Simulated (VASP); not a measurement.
# Al: single point with PBE0

Al:

```xyz
1
Lattice="0.0000 2.0112 2.0112 2.0112 0.0000 2.0112 2.0112 2.0112 0.0000" Properties=species:S:1:pos:R:3 pbc="T T T"
Al    0.0000    0.0000    0.0000
```

- Program: VASP 6.6.1
- Task: single point
- Functional: PBE0
- Potentials or basis: VASP PAW PBE potentials, release 64 (Al)
- Cutoff: 520 eV
- k mesh: 6 × 6 × 6
- Occupations: fermi-dirac, width 0.05 eV
- Spin: no spin polarisation

| Item | Value |
| --- | --- |
| Pressure | 0.5 GPa |
| Band gap on the k mesh | zero (an odd number of electrons rules out a gap without spin polarisation) |

Levels at points of the mesh, in eV from the Fermi level:
```tsv
k point	band 1	band 2	band 3	band 4	band 5	band 6
(0.00, 0.00, 0.00)	-13.82	13.62	13.62	13.62	15.25	15.25
(0.50, 0.00, 0.00)	-6.33	-6.01	12.36	12.36	12.42	12.42
(0.50, 0.50, 0.00)	-4.36	-2.64	5.72	6.16	6.16	9.89
```

Run time: 84 s on 1 thread of Intel Xeon 8259CL (shared host), peak memory 0.14 GiB.

Caveat: the k points lie up to 0.45 Å⁻¹ apart, too coarse for converged energies and pressures of a metal; the PAW data sets were made with another functional, which shifts forces and pressure a little.
